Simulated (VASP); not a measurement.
# Al (Fm-3m) in VASP: further runs

Runs on Al. Level: PBEsol. Tasks: single point, relaxation of cell and atoms.

All numbers are computed with VASP 6.6.1; they aren't measurements. Logs are shortened: lines on timing, memory, paths and dates and some standing lists are left out, and cuts for length are marked.

## Step 1: The cell of the first run

The structure is cubic, space group Fm-3m (No. 225). The conventional cell has a = 4.015 Å, b = 4.015 Å, c = 4.015 Å, α = 90.00°, β = 90.00°, γ = 90.00°. Within 3.7 Å of Al (site symmetry m-3m) lie 12 Al at 2.84 Å.

## Step 2: Single point, PBEsol

The input, INCAR:

```
ALGO = Normal ; EDIFF = 1E-7
ENCUT = 520 ; GGA = PS
ISIF = 2 ; ISMEAR = 1
LASPH = True ; LCHARG = False
LREAL = False ; LWAVE = False
NBANDS = 8 ; NELM = 100
PREC = Accurate ; SIGMA = 0.1
```

The input, KPOINTS:

```
k-points
0
Gamma
  20 20 20
```

The input, POSCAR:

```
Al
1.0
    0.0000000000      2.0072803677      2.0072803677
    2.0072803677      0.0000000000      2.0072803677
    2.0072803677      2.0072803677      0.0000000000
Al
1
Direct
    0.0000000000      0.0000000000      0.0000000000
```

Potentials or basis: VASP PAW PBE potentials, release 64 (Al).

Launch:

```sh
$ cat potpaw_PBE.64/Al/POTCAR > POTCAR
$ mpirun -np 1 vasp_std > vasp.out
```

OUTCAR:

```text
EDIFF = 1E-7
   ENCUT = 520
   GGA = PS
   ISIF = 2
   ISMEAR = 1
   LASPH = True
   LREAL = False
   NELM = 100
   PREC = Accurate

 ion  position               nearest neighbor table
   1  0.000  0.000  0.000-

  LATTYP: Found a face centered cubic cell.
 ALAT       =     4.0145607354

  Lattice vectors:

 A1 = (   0.0000000000,   2.0072803677,   2.0072803677)
 A2 = (   2.0072803677,   0.0000000000,   2.0072803677)
 A3 = (   2.0072803677,   2.0072803677,   0.0000000000)

Analysis of symmetry for initial positions (statically):
=====================================================================
 Subroutine PRICEL returns:
 Original cell was already a primitive cell.

 Routine SETGRP: Setting up the symmetry group for a
 face centered cubic supercell.

 Subroutine GETGRP returns: Found 48 space group operations
 (whereof 48 operations were pure point group operations)
 out of a pool of 48 trial point group operations.

The static configuration has the point symmetry O_h .

Analysis of symmetry for dynamics (positions and initial velocities):
=====================================================================
 Subroutine PRICEL returns:
 Original cell was already a primitive cell.

 Routine SETGRP: Setting up the symmetry group for a
 face centered cubic supercell.

 Subroutine GETGRP returns: Found 48 space group operations
 (whereof 48 operations were pure point group operations)
 out of a pool of 48 trial point group operations.

The dynamic configuration has the point symmetry O_h .

 Subroutine INISYM returns: Found 48 space group operations
 (whereof 48 operations are pure point group operations),
 and found     1 'primitive' translations

----------------------------------------------------------------------------------------

                                     Primitive cell

  volume of cell :      16.1754

  direct lattice vectors                    reciprocal lattice vectors
     0.000000000  2.007280368  2.007280368    -0.249093255  0.249093255  0.249093255
     2.007280368  0.000000000  2.007280368     0.249093255 -0.249093255  0.249093255
     2.007280368  2.007280368  0.000000000     0.249093255  0.249093255 -0.249093255

  length of vectors
     2.838723119  2.838723119  2.838723119     0.431442173  0.431442173  0.431442173

  position of ions in fractional coordinates (direct lattice)
     0.000000000  0.000000000  0.000000000

  ion indices of the primitive-cell ions
   primitive index   ion index
                 1           1

----------------------------------------------------------------------------------------

 KPOINTS: k-points

Automatic generation of k-mesh.
 Grid dimensions read from file:
 generate k-points for:   20   20   20

 Generating k-lattice:

  Cartesian coordinates                     Fractional coordinates (reciprocal lattice)
    -0.012454663  0.012454663  0.012454663     0.050000000  0.000000000  0.000000000
     0.012454663 -0.012454663  0.012454663     0.000000000  0.050000000  0.000000000
     0.012454663  0.012454663 -0.012454663     0.000000000  0.000000000  0.050000000

  Length of vectors
     0.021572109  0.021572109  0.021572109

  Shift w.r.t. Gamma in fractional coordinates (k-lattice)
     0.000000000  0.000000000  0.000000000

 Subroutine IBZKPT returns following result:
 ===========================================

 Found    256 irreducible k-points:

 Following reciprocal coordinates:
            Coordinates               Weight
  0.000000  0.000000  0.000000      1.000000
  0.050000  0.000000  0.000000      8.000000
  0.100000  0.000000  0.000000      8.000000
  0.150000  0.000000  0.000000      8.000000
  0.200000  0.000000  0.000000      8.000000
  0.250000  0.000000  0.000000      8.000000
[... 16 lines left out ...]
 -0.400000  0.050000  0.000000     24.000000
 -0.350000  0.050000  0.000000     24.000000
 [... further k-points ...]
   k-points           NKPTS =    256   k-points in BZ     NKDIM =    256   number of bands    NBANDS=      8
   number of dos      NEDOS =    301   number of ions     NIONS =      1
   total plane-waves  NPLWV =  13824
   dimension x,y,z NGX =    24 NGY =   24 NGZ =   24
   dimension x,y,z NGXF=    48 NGYF=   48 NGZF=   48
   ions per type =               1
   NGX,Y,Z   is equivalent  to a cutoff of  14.06, 14.06, 14.06 a.u.
   NGXF,Y,Z  is equivalent  to a cutoff of  28.11, 28.11, 28.11 a.u.
 SYSTEM =  unknown system
   PREC   = accura    normal or accurate (medium, high low for compatibility)
   ISTART =      0    job   : 0-new  1-cont  2-samecut
   ICHARG =      2    charge: 1-file 2-atom 10-const
   ISPIN  =      1    spin polarized calculation?
   LNONCOLLINEAR =      F non collinear calculations
   LSORBIT =      F    spin-orbit coupling
   LASPH  =      T    aspherical Exc in radial PAW
   ENCUT  =  520.0 eV  38.22 Ry    6.18 a.u.   5.28  5.28  5.28*2*pi/ulx,y,z
   NELM   =    100;   NELMIN=  2; NELMDL= -5     # of ELM steps
   EDIFF  = 0.1E-06   stopping-criterion for ELM
   LREAL  =      F    real-space projection
   EDIFFG = 0.1E-05   stopping-criterion for IOM
   NSW    =      0    number of steps for IOM
   IBRION =     -1    ionic relax: 0-MD 1-quasi-New 2-CG
   NFREE  =      0    steps in history (QN), initial steepest desc. (CG)
   ISIF   =      2    stress and relaxation
   ISYM   =      2    0-nonsym 1-usesym 2-fastsym
   POTIM  = 0.5000    time-step for ionic-motion
   TEBEG  =    0.0;   TEEND  =   0.0 temperature during run
   PSTRESS=    0.0 pullay stress
   NELECT =       3.0000    total number of electrons
   NUPDOWN=      -1.0000    fix difference up-down
   EMIN   =  10.00;   EMAX   =-10.00  energy-range for DOS
   EFERMI =   0.00;   METHOD = LEGACY
   ISMEAR =     1;   SIGMA  =   0.10  broadening in eV -4-tet -1-fermi 0-gaus
   EFERMI_NEDOS =   21; number of points for ismear=-14 and -15
   IALGO  =     38    algorithm
   IMIX   =      4    mixing-type and parameters
     AMIX     =   0.40;   BMIX     =  1.00
     AMIX_MAG =   1.60;   BMIX_MAG =  1.00
  volume/ion in A,a.u.               =      16.18       109.16
  Fermi-wavevector in a.u.,A,eV,Ry     =   0.933607  1.764261 11.859126  0.871621
  Thomas-Fermi vector in A             =   2.060325
   LORBIT       =      0    0 simple, 1 ext, 2 COOP (PROOUT), +10 PAW based schemes
   GGA     = PS    functional components
   LHFCALC =     F    Hartree Fock is set to
   AEXX    =    0.0000 exact exchange contribution
   IVDW    =     0    specifies the selected vdW correction
   LEPSILON=     F    determine dielectric tensor
   LRPA    =     F    only Hartree local field effects (RPA)
 non-spin polarized calculation
 Methfessel and Paxton  Order N= 1 SIGMA  =   0.10
  energy-cutoff  :      520.00
  volume of cell :       16.18
 maximum number of plane-waves:       448
 NGX is ok and might be reduce to    24
   NGX = 11   NGY = 11   NGZ = 11

 number of electron       3.0000000 magnetization

 Free energy of the ion-electron system (eV)
  ---------------------------------------------------
  ext. energy  EPLUGINS =         0.00000000
  ---------------------------------------------------
  free energy    TOTEN  =        -4.09144534 eV

  energy without entropy =       -4.09123712  energy(sigma->0) =       -4.09137593

 E-fermi :   8.2223     XC(G=0): -10.3298

 val. band max:        8.2161878963   @ k =  -0.3500   0.3500   0.0000
 cond. band min:       8.2253162738   @ k =  -0.4500   0.4000   0.0500
 fundamental gap:      0.0091283775
 Fermi energy:         8.2223430670

 k-point     1 :       0.0000    0.0000    0.0000
  band No.  band energies     occupation
      1      -3.1099      2.00000
      2      20.8627      0.00000
      3      20.8627      0.00000
      4      20.8627      0.00000
      5      22.5056      0.00000
      6      22.5056      0.00000
      7      22.5056      0.00000
      8      24.7863      0.00000

 k-point     2 :       0.0500    0.0000    0.0000
  band No.  band energies     occupation
      1      -3.0410      2.00000
      2      19.5737      0.00000
      3      20.6163      0.00000
      4      20.6163      0.00000
      5      22.8601      0.00000
      6      22.8601      0.00000
      7      23.0146      0.00000
      8      25.5176      0.00000

 k-point     3 :       0.1000    0.0000    0.0000
  band No.  band energies     occupation
      1      -2.8347      2.00000
      2      17.5787      0.00000
      3      20.1697      0.00000
      4      20.1697      0.00000
      5      23.1227      0.00000
      6      23.6149      0.00000
      7      23.6149      0.00000
      8      26.4396      0.00000

 k-point     4 :       0.1500    0.0000    0.0000
  band No.  band energies     occupation
      1      -2.4914      2.00000
      2      15.5378      0.00000
      3      19.7515      0.00000
      4      19.7515      0.00000
      5      22.9900      0.00000
      6      24.3636      0.00000
      7      24.3636      0.00000
      8      25.6119      0.00000

 k-point     5 :       0.2000    0.0000    0.0000
  band No.  band energies     occupation
      1      -2.0124      2.00000
      2      13.5449      0.00000
      3      19.4194      0.00000
      4      19.4194      0.00000
      5      22.8212      0.00000
      6      23.9870      0.00000
      7      23.9870      0.00000
      8      26.0639      0.00000
[... 177 lines left out ...]
 k-point    22 :      -0.4500    0.0500    0.0000
  band No.  band energies     occupation
      1       2.8171      2.00000
      2       4.5916      2.00000
      3      17.9926      0.00000
      4      19.0141      0.00000
      5      20.3964      0.00000
      6      20.5929      0.00000
      7      23.7933      0.00000
      8      24.6360      0.00000

 k-point    23 :      -0.4000    0.0500    0.0000
  band No.  band energies     occupation
      1       1.6507      2.00000
      2       6.0386      2.00000
      3      17.7314      0.00000
      4      19.5436      0.00000
      5      20.3332      0.00000
      6      20.9348      0.00000
      7      23.4763      0.00000
      8      25.2094      0.00000

 k-point    24 :      -0.3500    0.0500    0.0000
  band No.  band energies     occupation
      1       0.6046      2.00000
      2       7.6049      2.00000
      3      17.5878      0.00000
      4      20.1720      0.00000
      5      20.2031      0.00000
      6      21.5841      0.00000
      7      23.2769      0.00000
      8      25.8793      0.00000

 [... further k-points ...]
[... 5 lines left out ...]
  --------------------------------------------------------------------------------------
  -------------------------------------------------------------------------------------
  Total        0.0039387      0.0039387      0.0039387     -0.0000000     -0.0000000      0.0000000
  in kB        0.3901279      0.3901279      0.3901279     -0.0000000     -0.0000000      0.0000000
  external PRESSURE =       0.3901279 kB  Pullay stress =       0.0000000 kB

 VOLUME and BASIS-vectors are now :
 -----------------------------------------------------------------------------
  energy-cutoff  :      520.00
  volume of cell :       16.18
      direct lattice vectors                 reciprocal lattice vectors
     0.000000000  2.007280368  2.007280368    -0.249093255  0.249093255  0.249093255
     2.007280368  0.000000000  2.007280368     0.249093255 -0.249093255  0.249093255
     2.007280368  2.007280368  0.000000000     0.249093255  0.249093255 -0.249093255

 POSITION                                       TOTAL-FORCE (eV/Angst)
 -----------------------------------------------------------------------------------
      0.00000      0.00000      0.00000         0.000000      0.000000      0.000000
 -----------------------------------------------------------------------------------
    total drift:                                0.000000     -0.000000      0.000000

  FREE ENERGIE OF THE ION-ELECTRON SYSTEM (eV)
  ---------------------------------------------------
  free  energy   TOTEN  =        -4.0914453397 eV

  energy  without entropy=       -4.0912371230  energy(sigma->0) =       -4.09137593
```

It took 41 s on 1 thread of Intel Xeon 8259CL, shared host; peak memory 0.15 GiB.

Results:

- Free energy: -4.0914 eV
- Pressure: 0.0 GPa
- Band gap on the k mesh: zero (an odd number of electrons rules out a gap without spin polarisation)

Caveat: the PAW data sets were made with another functional, which shifts forces and pressure a little.

## Step 3: Relaxation of cell and atoms, PBEsol

This run uses another cell than the first one, of 16.48 Å³/atom.

The input, INCAR:

```
ALGO = Fast
EDIFF = 1E-7
EDIFFG = -0.005
ENCUT = 600
GGA = PS
IBRION = 2
ISIF = 3
ISMEAR = 1
LASPH = True
LCHARG = False
LREAL = False
LWAVE = False
NELM = 100
NSW = 80
PREC = Accurate
SIGMA = 0.1
```

KPOINTS is that of step 2.

The input, POSCAR:

```
Al
1.0
    0.0000000000      2.0200000000      2.0200000000
    2.0200000000      0.0000000000      2.0200000000
    2.0200000000      2.0200000000      0.0000000000
Al
1
Direct
    0.0000000000      0.0000000000      0.0000000000
```

Potentials or basis: VASP PAW PBE potentials, release 64 (Al).

Launch:

```sh
$ cat potpaw_PBE.64/Al/POTCAR > POTCAR
$ mpirun -np 1 vasp_std > vasp.out
```

It took 39 s on 1 thread of Intel Xeon 8259CL, shared host; peak memory 0.16 GiB.

The run converged. Its results:

* Free energy: -4.0915 eV
* Relaxed volume: 16.18 Å³/atom
* Relaxed cell: a = 2.839 Å, b = 2.839 Å, c = 2.839 Å, α = 60.00°, β = 60.00°, γ = 60.00°
* Space group after relaxing (to 0.1 Å): Fm-3m (No. 225)
* Energy gained by relaxing: 1.4 meV/atom
* Ionic steps: 3
* Pressure after relaxing: 0.0 GPa
* Band gap on the k mesh: zero (an odd number of electrons rules out a gap without spin polarisation)

The path:
```tsv
step	energy change (eV)	largest force (eV/Å)	pressure (GPa)	volume (Å³)
1	0.0000	0.0000	-1.44	16.48
2	-0.0013	0.0000	0.25	16.13
3	-0.0014	0.0000	0.00	16.18
```

Final structure:
```xyz
1
Lattice="0.0000 2.0076 2.0076 2.0076 0.0000 2.0076 2.0076 2.0076 0.0000" Properties=species:S:1:pos:R:3 pbc="T T T"
Al    0.0000    0.0000    0.0000
```

Levels at points of the mesh, in eV from the Fermi level:
| k point | band 1 | band 2 | band 3 | band 4 |
| --- | --- | --- | --- | --- |
| (0.00, 0.00, 0.00) | -11.33 | 12.64 | 12.64 | 12.64 |
| (0.50, 0.00, 0.00) | -4.74 | -4.47 | 11.46 | 11.46 |
| (0.50, 0.50, 0.00) | -3.03 | -1.68 | 5.19 | 5.61 |

Caveat: the PAW data sets were made with another functional, which shifts forces and pressure a little.
